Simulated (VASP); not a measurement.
Input of a VASP 6.6.1 run:

INCAR

```
  PREC = Accurate
  ENCUT = 520
  EDIFF = 1E-7
  ISMEAR = 0
  SIGMA = 0.1
  LREAL = F
  LASPH = T
  NELM = 100
  ALGO = Normal
  ISIF = 2
  LWAVE = F
  LCHARG = T
  GGA = PE
  LELF = T
  LVHAR = T
  NBANDS = 26
```

Contents of KPOINTS:

```
Automatic mesh
0
Gamma
  3 3 8
```

File POSCAR:

```
BN
1.0
    6.3978521681     -0.0000000030      0.0000000000
   -3.1989260815      5.5407025087      0.0000000000
    0.0000000000      0.0000000000      2.5098775927
B N
4 4
Direct
    0.5336500862      0.0673001723      0.0000000000
    0.9326998277      0.4663499138      0.0000000000
    0.5336500862      0.4663499138      0.0000000000
    0.3333333333      0.6666666667      0.5000000000
    0.4680816674      0.9361633348      0.5000000000
    0.0638366652      0.5319183326      0.5000000000
    0.4680816674      0.5319183326      0.5000000000
    0.6666666667      0.3333333333      0.0000000000
```

Potentials or basis: VASP PAW PBE potentials, release 64 (B, N).

Launch:

```bash
$ cat potpaw_PBE.64/B/POTCAR potpaw_PBE.64/N/POTCAR > POTCAR
$ mpirun -np 1 vasp_std > vasp.out
```

Predict the pressure.

0.1 GPa.

Estimate the band gap on the k mesh.

zero (band 16 reaches 3.15 eV, above the bottom of band 17 at 2.41 eV).

Stress tensor (GPa, compression positive):
```
0.06 0.00 0.00
0.00 0.06 0.00
0.00 0.00 0.15
```

Caveat: the k points lie up to 0.38 Å⁻¹ apart.
